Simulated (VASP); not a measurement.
# HfNb3F (P-6m2) in VASP: a series of runs, part 3 of 3

VASP 6.6.1. Earlier steps stand in the parts before.

**5. Single point, PBE**

This run uses another cell than the first one, of 34.62 Å³/atom.

File INCAR:

```
SYSTEM = HfNb3F
  PREC = Accurate
  ENCUT = 600
  EDIFF = 1E-6
  ISMEAR = 0
  SIGMA = 0.1
  LREAL = .FALSE.
  LASPH = .TRUE.
  NELM = 120
  ALGO = Normal
  ISIF = 2
  LWAVE = .FALSE.
  LCHARG = .FALSE.
  GGA = PE
  NBANDS = 36
  GGA_COMPAT = .FALSE.
```

File KPOINTS:

```
Automatic mesh
0
G
  6 6 8
  0 0 0
```

File POSCAR:

```
HfNb3F
1.0
    6.5602637387      0.0000000000      0.0000000000
   -3.2801318693      5.6813550533      0.0000000000
    0.0000000000      0.0000000000      4.6441934742
Hf Nb F
1 3 1
Direct
    0.3333333333      0.6666666667      0.0000000000
    0.4685170458      0.5314829542      0.5000000000
    0.4685170458      0.9370340916      0.5000000000
    0.0629659084      0.5314829542      0.5000000000
    0.6666666667      0.3333333333      0.5000000000
```

Launch:

```
cat potpaw_PBE.64/Hf_pv/POTCAR potpaw_PBE.64/Nb_sv/POTCAR potpaw_PBE.64/F/POTCAR > POTCAR
mpirun -np 1 vasp_std > vasp.out
```

It took 3.8 min on 1 thread of Intel Xeon Platinum 8488C (Sapphire Rapids), shared host; peak memory 0.48 GiB.

The run converged. Its results:

| Quantity | Value |
| --- | --- |
| Free energy | -38.1278 eV |
| Pressure | -0.2 GPa |
| Largest force | 0.041 eV/Å |
| Band gap on the k mesh | zero (bands 28 and 29 overlap by 0.61 eV) |

Forces in eV/Å, atoms in the order of the input:
```
Hf   0.000  0.000  0.000
Nb  -0.036  0.021  0.000
Nb   0.000 -0.041  0.000
Nb   0.036  0.021  0.000
F    0.000  0.000  0.000
```

Levels at points of the mesh, in eV from the Fermi level:
```csv
k point,band 26,band 27,band 28,band 29,band 30,band 31
"(0.00, 0.00, 0.00)",-0.59,-0.49,-0.39,-0.39,1.78,1.78
"(0.50, 0.00, 0.00)",-0.65,-0.52,-0.33,-0.21,0.61,1.33
"(0.00, 0.00, 0.50)",-0.78,-0.59,0.09,0.09,0.69,1.96
"(0.50, 0.00, 0.50)",-0.28,-0.09,0.10,0.19,0.77,1.08
```

Caveat: spin-orbit coupling is left out, which moves the levels of the heavy elements.

**6. Relaxation of cell and atoms, PBE**

This run uses another cell than the first one, of 34.51 Å³/atom.

File INCAR:

```
SYSTEM = HfNb3F
PREC     = Accurate       ! precision mode
ENCUT    = 600            ! plane-wave cutoff, eV
EDIFF    = 1E-7           ! SCF threshold, eV
ISMEAR   = 0              ! smearing method
SIGMA    = 0.1            ! smearing width, eV
LREAL    = .False.        ! projectors in reciprocal space
LASPH    = .True.         ! aspherical terms in the spheres
NELM     = 120            ! most SCF steps
ALGO     = Normal         ! electronic algorithm
ISIF     = 3              ! what is computed and relaxed
LWAVE    = .False.        ! write WAVECAR
LCHARG   = .False.        ! write CHGCAR
GGA      = PE             ! functional
IBRION   = 2              ! ionic algorithm
NSW      = 100            ! ionic steps
EDIFFG   = -0.01          ! ionic threshold
GGA_COMPAT= .False.      
NELMIN   = 4
```

File KPOINTS:

```
Automatic mesh
0
Gamma
  6 6 8
  0 0 0
```

File POSCAR:

```
HfNb3F
1.0
    6.5406391757      0.0000000000      0.0000000000
   -3.2703195878      5.6643596831      0.0000000000
    0.0000000000      0.0000000000      4.6573514248
Hf Nb F
1 3 1
Direct
    0.3333333333      0.6666666667      0.0000000000
    0.4683879786      0.5316120214      0.5000000000
    0.4683879786      0.9367759572      0.5000000000
    0.0632240428      0.5316120214      0.5000000000
    0.6666666667      0.3333333333      0.5000000000
```

Potentials or basis: VASP PAW PBE potentials, release 64 (Hf_pv, Nb_sv, F).

Launch:

```
cat potpaw_PBE.64/Hf_pv/POTCAR potpaw_PBE.64/Nb_sv/POTCAR potpaw_PBE.64/F/POTCAR > POTCAR
mpirun -np 1 vasp_std > vasp.out
```

It took 14 min on 1 thread of Intel Xeon Platinum 8488C (Sapphire Rapids), shared host; peak memory 0.5 GiB.

It converged, with:

- Free energy: -38.1278 eV
- Relaxed volume: 34.51 Å³/atom
- Relaxed cell: a = 6.555 Å, b = 6.555 Å, c = 4.638 Å, α = 90.00°, β = 90.00°, γ = 120.00°
- Space group after relaxing (to 0.1 Å): P-6m2 (No. 187)
- Energy gained by relaxing: 0.3 meV/atom
- Ionic steps: 5
- Pressure after relaxing: 0.0 GPa
- Band gap on the k mesh: zero (bands 28 and 29 overlap by 0.61 eV)

Step by step:
```csv
step,energy change (eV),largest force (eV/Å),pressure (GPa),volume (Å³)
1,0.0000,0.0559,0.08,172.55
2,-0.0009,0.0696,-0.17,172.99
3,-0.0010,0.0390,-0.11,172.88
4,-0.0013,0.0149,0.05,172.45
5,-0.0013,0.0006,0.00,172.57
```

Final structure:
```
Hf Nb F
1.0
     6.55470    0.00000    0.00000
    -3.27735    5.67653    0.00000
     0.00000    0.00000    4.63805
Hf Nb F
1 3 1
Cartesian
  0.0000 3.7844 0.0000
  1.3290 3.0171 2.3190
  0.0000 5.3189 2.3190
  -1.3290 3.0171 2.3190
  3.2773 1.8922 2.3190
```

Levels at points of the mesh, in eV from the Fermi level:
```csv
k point,band 24,band 25,band 26,band 27,band 28,band 29,band 30,band 31,band 32,band 33
"(0.00, 0.00, 0.00)",-0.75,-0.59,-0.59,-0.49,-0.39,-0.39,1.78,1.78,2.13,2.13
"(0.50, 0.00, 0.00)",-0.86,-0.69,-0.65,-0.53,-0.33,-0.22,0.61,1.33,1.89,1.97
"(0.00, 0.00, 0.50)",-1.05,-0.79,-0.79,-0.59,0.09,0.09,0.70,1.97,1.97,2.19
"(0.50, 0.00, 0.50)",-0.70,-0.54,-0.27,-0.09,0.10,0.19,0.78,1.08,1.15,1.43
```

Caveat: spin-orbit coupling is left out, which moves the levels of the heavy elements.

**7. The runs side by side**

| task | cell | k mesh | gap on the mesh (eV) | pressure (GPa) | relaxed volume (Å³/atom) | largest force (eV/Å) |
| --- | --- | --- | --- | --- | --- | --- |
| single point | a = 4.412, b = 4.412, c = 4.832 Å, angles 90.0, 90.0, 120.0°, 5 atoms, atomic positions A | 6 × 6 × 4 | none | 243.3 | - | 54.06 |
| single point | a = 6.541, b = 6.541, c = 4.657 Å, angles 90.0, 90.0, 120.0°, 5 atoms, atomic positions B | 6 × 6 × 4 | none | 0.0 | - | 0.04 |
| relaxation of cell and atoms | relaxed from a = 4.412, b = 4.412, c = 4.832 Å, angles 90.0, 90.0, 120.0°, 5 atoms, atomic positions A | 6 × 6 × 4 | none | -0.2 | 24.27 | 0.02 |
| single point | a = 6.560, b = 6.560, c = 4.644 Å, angles 90.0, 90.0, 120.0°, 5 atoms, atomic positions C | 6 × 6 × 8 | none | -0.2 | - | 0.04 |
| relaxation of cell and atoms | relaxed from a = 6.541, b = 6.541, c = 4.657 Å, angles 90.0, 90.0, 120.0°, 5 atoms, atomic positions B | 6 × 6 × 8 | none | 0.0 | 34.51 | - |

Alike in all rows: level PBE; potentials or basis VASP PAW PBE potentials, release 64 (Hf_pv, Nb_sv, F); no spin polarisation; cutoff (eV) 600; smearing gaussian 0.1 eV.

Caveats: spin-orbit coupling is left out, which moves the levels of the heavy elements; atoms lie so close that the PAW spheres overlap strongly, which falsifies energies and pressures (at least some runs); the stress differs along the axes, from 40 to 345 GPa (at least some runs); forces of over 1 eV/Å act on the atoms, so gaps and moduli don't describe the material at rest (at least some runs); the volume moved by over 15 % at a fixed basis, so the end points are rough (at least some runs).

Absolute energies hang on the potentials; compare differences alone.
